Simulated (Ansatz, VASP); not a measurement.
## BaTa3 in VASP and in Ansatz

```
Ba Ta
1.0
     4.44647    0.00000    0.00000
     0.00000    4.44647    0.00000
     0.00000    0.00000    4.44647
Ba Ta
1 3
Direct
  0.00000 0.00000 0.00000
  0.00000 0.50000 0.50000
  0.50000 0.00000 0.50000
  0.50000 0.50000 0.00000
```

Alike in both runs: functional PBE; k mesh 10 × 10 × 10; occupations gaussian, width 0.1 eV; no spin polarisation.

Ansatz relaxed the structure, and its values are those at the end. VASP's run is a single point on that final structure, the one shown.

|  | VASP | Ansatz |
| --- | --- | --- |
| version | VASP 6.6.1 | Ansatz 0.2.0 |
| potentials or method | VASP PAW PBE potentials, release 64 (Ba_sv, Ta_pv), cutoff 520 eV | scalar-relativistic, plane waves, PAW |
| valence electrons in the cell | 43 | 49 |

|  | VASP | Ansatz | Ansatz less VASP |
| --- | --- | --- | --- |
| gap on the k mesh at the Fermi level (eV) | none | none | - |
| pressure (GPa) | 1.7 | 0.0 | -1.73 |

A gap of «none» marks a metal or a gap that the smearing closes. The functional is the same, so the differences come from potentials, cutoffs and numerics. VASP's potentials hold 43 valence electrons a cell and Ansatz's 49, so a difference there can come from the potentials and not from the codes.

Neither program's run includes spin-orbit coupling.
